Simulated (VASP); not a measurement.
## GaP: single point with PBEsol

GaP:

```xyz
4
Lattice="1.9430 1.1218 6.5594 -1.9430 1.1218 6.5594 0.0000 -2.2436 6.5594" Properties=species:S:1:pos:R:3 pbc="T T T"
Ga    0.0000    0.0000    8.5674
Ga    0.0000    0.0000   11.1109
P     0.0000    0.0000    1.1293
P     0.0000    0.0000   18.5490
```

This cell differs from its parent crystal: strain +0.0200 x Voigt [0, 0, 1, 0, 0, 0].

| Item | Value |
| --- | --- |
| Program | VASP 6.6.1 |
| Task | single point |
| Functional | PBEsol |
| Potentials or basis | VASP PAW PBE potentials, release 64 (Ga_d, P) |
| Cutoff | 520 eV |
| k mesh | 12 × 12 × 12 |
| Occupations | methfessel-paxton, width 0.1 eV |
| Spin | no spin polarisation |

The pressure is -4.2 GPa and the largest force is 0.168 eV/Å. The band gap on the k mesh is 0.64 eV, indirect (least direct gap 1.10 eV).

Forces in eV/Å, atoms in the order of the input:
```
Ga   0.000  0.000  0.103
Ga   0.000  0.000 -0.103
P    0.000  0.000 -0.168
P    0.000  0.000  0.168
```

Stress tensor (GPa, compression positive):
```
-3.15  0.00  0.00
 0.00 -3.15  0.00
 0.00  0.00 -6.35
```

Levels at points of the mesh, in eV from the valence-band top:
```tsv
k point	band 16	band 17	band 18	band 19	band 20	band 21
(0.00, 0.00, 0.00)	-0.31	0.00	0.00	1.13	1.15	2.64
(0.50, 0.00, 0.00)	-2.72	-2.62	-1.71	1.59	2.64	3.29
(0.50, 0.50, 0.00)	-2.97	-1.23	-0.55	0.64	1.35	1.49
(0.50, 0.50, 0.50)	-1.58	-0.22	-0.22	1.13	2.33	3.87
```

It took 9.4 min on 1 thread of Intel(R) Xeon(R) 6975P-C (Granite Rapids) (shared host), peak memory 0.62 GiB.

Caveat: the cell differs from its parent crystal (strain +0.0200 x Voigt [0, 0, 1, 0, 0, 0]); the PAW data sets were made with another functional, which shifts forces and pressure a little. A k mesh can miss the band edges.
